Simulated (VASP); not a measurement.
# SrCd in VASP: further runs, part 2 of 2

VASP 6.6.1. The steps go on from the part before.

## 5. Single point, PBE

This run uses another cell than the first one.

Contents of INCAR:

```
SYSTEM = SrCd
PREC     = Accurate       ! precision mode
ENCUT    = 520            ! plane-wave cutoff, eV
EDIFF    = 1E-6           ! SCF threshold, eV
ISMEAR   = 0              ! smearing method
SIGMA    = 0.1            ! smearing width, eV
LREAL    = .False.        ! projectors in reciprocal space
LASPH    = .True.         ! aspherical terms in the spheres
NELM     = 100            ! most SCF steps
ALGO     = Normal         ! electronic algorithm
ISIF     = 2              ! what is computed and relaxed
LWAVE    = .False.        ! write WAVECAR
LCHARG   = .False.        ! write CHGCAR
LDIPOL   = .True.       
IDIPOL   = 3            
DIPOL    = 0.5 0.5 0.305
GGA      = PE             ! functional
NBANDS   = 18             ! bands
```

Contents of KPOINTS:

```
Automatic mesh
0
Gamma
  14 14 1
  0 0 0
```

Contents of POSCAR:

```
SrCd
1.0
    3.8687648670      0.0000000000      0.0000000000
    0.0000000000      3.8687648670      0.0000000000
    0.0000000000      0.0000000000     27.8356300000
Sr Cd
1 1
Direct
    0.5000000000      0.5000000000      0.3439132527
    0.0000000000      0.0000000000      0.2668147962
```

Potentials or basis: VASP PAW PBE potentials, release 64 (Sr_sv, Cd).

Command:

```sh
cat potpaw_PBE.64/Sr_sv/POTCAR potpaw_PBE.64/Cd/POTCAR > POTCAR
mpirun -np 1 vasp_std > vasp.out
```

OUTCAR:

```text
SYSTEM = SrCd
   PREC = Accurate
   ENCUT = 520
   EDIFF = 1E-6
   ISMEAR = 0
   LREAL = .False.
   LASPH = .True.
   NELM = 100
   ISIF = 2
   GGA = PE

 ion  position               nearest neighbor table
   1  0.500  0.500  0.344-   2 3.48   2 3.48   2 3.48   2 3.48
   2  0.000  0.000  0.267-   1 3.48   1 3.48   1 3.48   1 3.48

  LATTYP: Found a simple tetragonal cell.
 ALAT       =     3.8687648670
 C/A-ratio  =     7.1949655657

  Lattice vectors:

 A1 = (   3.8687648670,   0.0000000000,   0.0000000000)
 A2 = (   0.0000000000,   3.8687648670,   0.0000000000)
 A3 = (   0.0000000000,   0.0000000000,  27.8356300000)

Analysis of symmetry for initial positions (statically):
=====================================================================
 Subroutine PRICEL returns:
 Original cell was already a primitive cell.

 Routine SETGRP: Setting up the symmetry group for a
 simple tetragonal supercell.

 Subroutine GETGRP returns: Found  8 space group operations
 (whereof  8 operations were pure point group operations)
 out of a pool of 16 trial point group operations.

[... 168 lines left out ...]

 val. band max:       -2.1860124822   @ k =   0.3571   0.2857   0.0000
 cond. band min:      -2.1597143339   @ k =   0.5000   0.4286   0.0000
 fundamental gap:      0.0262981483
 Fermi energy:        -2.1678534131

 k-point     1 :       0.0000    0.0000    0.0000
  band No.  band energies     occupation
      1     -38.9146      2.00000
      2     -20.9559      2.00000
      3     -20.7770      2.00000
      4     -20.7770      2.00000
      5     -11.0213      2.00000
      6     -10.9921      2.00000
[... 481 lines left out ...]
      5     -10.9637      2.00000
      6     -10.9365      2.00000
[... 10 lines left out ...]
     17       1.3604      0.00000
     18       2.1380      0.00000

 [... further k-points ...]

------------------------ aborting loop because EDIFF is reached ----------------------------------------

 vacuum level on the upper side and lower side of the slab       (xc-potential included)        -0.372         0.358

  FORCE on cell =-STRESS in cart. coord.  units (eV):
  Direction    XX          YY          ZZ          XY          YZ          ZX
  --------------------------------------------------------------------------------------
  -------------------------------------------------------------------------------------
  Total        0.0352026      0.0352026     -0.1633242      0.0000000      0.0000000      0.0000000
  in kB        0.1353752      0.1353752     -0.6280806      0.0000000      0.0000000      0.0000000
  external PRESSURE =      -0.1191101 kB  Pullay stress =       0.0000000 kB

 VOLUME and BASIS-vectors are now :
 -----------------------------------------------------------------------------
  energy-cutoff  :      520.00
  volume of cell :      416.63
      direct lattice vectors                 reciprocal lattice vectors
     3.868764867  0.000000000  0.000000000     0.258480428  0.000000000  0.000000000
     0.000000000  3.868764867  0.000000000     0.000000000  0.258480428  0.000000000
     0.000000000  0.000000000 27.835630000     0.000000000  0.000000000  0.035925179

 POSITION                                       TOTAL-FORCE (eV/Angst)
 -----------------------------------------------------------------------------------
      1.93438      1.93438      9.57304         0.000000      0.000000     -0.074441
      0.00000      0.00000      7.42696         0.000000     -0.000000      0.074441
 -----------------------------------------------------------------------------------
    total drift:                                0.000000     -0.000000     -0.000433

  FREE ENERGIE OF THE ION-ELECTRON SYSTEM (eV)
  ---------------------------------------------------
  free  energy   TOTEN  =        -1.7987638697 eV

  energy  without entropy=       -1.7835063405  energy(sigma->0) =       -1.79113511

 vacuum level on the upper side and lower side of the slab         0.579         1.326
```

OSZICAR:

```text
N       E                     dE             d eps       ncg     rms          rms(c)
DAV:   1     0.134715069933E+03    0.13472E+03   -0.82788E+03  1512   0.841E+02
DAV:   2     0.904521968504E+01   -0.12567E+03   -0.12365E+03  1508   0.215E+02
DAV:   3    -0.150684394197E+01   -0.10552E+02   -0.10502E+02  2178   0.562E+01
[... 14 lines left out ...]
DAV:  18    -0.179874617660E+01   -0.24238E-04   -0.16277E-06  1258   0.243E-03    0.947E-04
DAV:  19    -0.179875624239E+01   -0.10066E-04   -0.19199E-07  1294   0.873E-04    0.430E-04
DAV:  20    -0.179876082866E+01   -0.45863E-05   -0.81222E-08  1236   0.515E-04    0.559E-04
DAV:  21    -0.179876351104E+01   -0.26824E-05   -0.75146E-08  1248   0.487E-04    0.251E-04
DAV:  22    -0.179876386975E+01   -0.35871E-06   -0.13811E-09  1114   0.190E-04
   1 F= -.17987639E+01 E0= -.17911351E+01  d E =-.152575E-01
```

Run time: 3.8 min. Hardware: 1 thread of Intel Xeon 6975P-C (Granite Rapids), shared host; peak memory 0.66 GiB.

Results:

| Item | Value |
| --- | --- |
| Free energy | -1.7988 eV |
| Largest force | 0.074 eV/Å |
| Band gap on the k mesh | zero (bands 11 and 12 overlap by 0.03 eV) |

Forces on the atoms (eV/Å):
```
Sr   0.000  0.000 -0.074
Cd   0.000  0.000  0.074
```

## 6. Single point, PBE

This run uses another cell than the first one.

Contents of INCAR:

```
SYSTEM = SrCd
PREC = Accurate
ENCUT = 520
EDIFF = 1E-6
ISMEAR = 0
SIGMA = 0.1
LREAL = .False.
LASPH = .True.
NELM = 80
ALGO = Normal
ISIF = 2
LWAVE = .False.
LCHARG = .False.
LDIPOL = .True.
IDIPOL = 3
DIPOL = 0.5 0.5 0.305
GGA = PE
NBANDS = 18
```

KPOINTS is that of step 5.

Contents of POSCAR:

```
SrCd
1.0
    3.9296611517      0.0000000000      0.0000000000
    0.0000000000      3.9296611517      0.0000000000
    0.0000000000      0.0000000000     27.8356300000
Sr Cd
1 1
Direct
    0.5000000000      0.5000000000      0.3419216269
    0.0000000000      0.0000000000      0.2688064220
```

Potentials or basis: VASP PAW PBE potentials, release 64 (Sr_sv, Cd).

Command:

```sh
cat potpaw_PBE.64/Sr_sv/POTCAR potpaw_PBE.64/Cd/POTCAR > POTCAR
mpirun -np 1 vasp_std > vasp.out
```

Run time: 3.6 min. Hardware: 1 thread of Intel Xeon 6975P-C (Granite Rapids), shared host; peak memory 0.66 GiB.

The run converged. Its results:

```
Free energy            : -1.8035 eV
Largest force          : 0.003 eV/Å
Band gap on the k mesh : zero (filled and empty bands touch)
```

Forces in eV/Å, atoms in the order of the input:
```
Sr   0.000  0.000  0.003
Cd   0.000  0.000 -0.003
```

Levels at points of the mesh, in eV from the Fermi level:
```
           k point  band 9  band 10  band 11  band 12  band 13  band 14
(0.00, 0.00, 0.00)   -8.67    -4.92    -1.65     0.42     0.85     2.31
(0.50, 0.00, 0.00)   -8.66    -3.16    -1.38     0.38     1.05     1.66
(0.50, 0.50, 0.00)   -8.57    -2.17     0.03     0.03     1.09     2.27
```

## 7. Overview

```tsv
cell	k mesh	gap on the mesh (eV)	largest force (eV/Å)
a = 4.036, b = 4.036, c = 17.000 Å, 2 atoms, atomic positions A	4 × 4 × 1	none	0.02
a = 3.869, b = 3.869, c = 27.836 Å, 2 atoms, atomic positions B	4 × 4 × 1	none	0.03
a = 3.869, b = 3.869, c = 27.836 Å, 2 atoms, atomic positions B	14 × 14 × 1	none	0.07
a = 3.930, b = 3.930, c = 27.836 Å, 2 atoms, atomic positions C	14 × 14 × 1	none	-
```

Alike in all rows: task single point; level PBE; potentials or basis VASP PAW PBE potentials, release 64 (Sr_sv, Cd); no spin polarisation; cutoff (eV) 520; smearing gaussian 0.1 eV.

Caveats: some runs use coarse meshes.

Total energies depend on the potentials used, so only differences within one code and one set of settings carry meaning.

The gap in the log of VASP goes by the Fermi energy; the results here count the filled bands.